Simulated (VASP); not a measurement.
Runs of VASP 6.6.1 on Sn. The structure is that of space group Fd-3m (No. 227), or close to it. The cells are those of the table. 

| cell | gap on the mesh (eV) | pressure (GPa) |
| --- | --- | --- |
| a = 4.573 Å, angles 60.0°, 2 atoms | none | (a) |
| a = 4.526 Å, angles 60.0°, 2 atoms | none | (b) |
| a = 4.662 Å, angles 60.0°, 2 atoms | none | -2.1 |
| a = 4.479 Å, angles 60.0°, 2 atoms | none | 3.5 |
| a = 4.618 Å, angles 60.0°, 2 atoms | none | -1.0 |

Alike in all rows: task single point; level LDA; potentials or basis VASP PAW LDA potentials, release 64 (Sn_d); no spin polarisation; k mesh 8 × 8 × 8; cutoff (eV) 520; smearing fermi-dirac 0.1 eV.

Problem. Estimate the missing entries.

Solution. (a) 0.2; (b) 1.7.

Caveats: spin-orbit coupling is left out, which moves the levels of the heavy elements.

A k mesh can miss the band edges, and the runs leave out spin-orbit coupling on Sn.

A gap of «none» marks levels without a gap at the run's occupations.
